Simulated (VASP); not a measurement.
Set up this calculation in VASP 6.6.1, as the native input.

```yaml
Task: single point
Functional: LDA
Potentials_or_basis: VASP PAW LDA potentials, release 64 (Ge_d, Ga_d)
Cutoff: 520 eV
k_mesh: 8 × 8 × 8
Occupations: fermi-dirac, width 0.05 eV
Spin: no spin polarisation
Dipole_correction: no
Further_INCAR_settings: ALGO = Normal; EDIFF = 1e-06; NBANDS = 20
```

The structure of GaGe lies in POSCAR:

```
GaGe
1.0
    0.0000000000      2.8978440000      2.8978440000
    2.8978440000      0.0000000000      2.8978440000
    2.8978440000      2.8978440000      0.0000000000
Ge Ga
1 1
Direct
    0.0000000000      0.0000000000      0.0000000000
    0.2500000000      0.2500000000      0.2500000000
```

The input as run:

INCAR

```
SYSTEM = GaGe
ALGO = Normal
EDIFF = 1E-6
ENCUT = 520
GGA = CA
ISIF = 2
ISMEAR = -1
LASPH = .True.
LCHARG = .False.
LREAL = .False.
LWAVE = .False.
NBANDS = 20
NELM = 60
PREC = Accurate
SIGMA = 0.05
```

KPOINTS

```
k-points
0
Gamma
  8 8 8
  0 0 0
```

Potentials or basis: VASP PAW LDA potentials, release 64 (Ge_d, Ga_d).

Run with:

```console
$ cat potpaw_LDA.64/Ge_d/POTCAR potpaw_LDA.64/Ga_d/POTCAR > POTCAR
$ mpirun -np 1 vasp_std > vasp.out
```

Results of the run:

* Pressure: -4.0 GPa

It took 13 s on 1 thread of Intel(R) Xeon(R) 6975P-C (Granite Rapids), with other jobs on the host, peak memory 0.15 GiB.
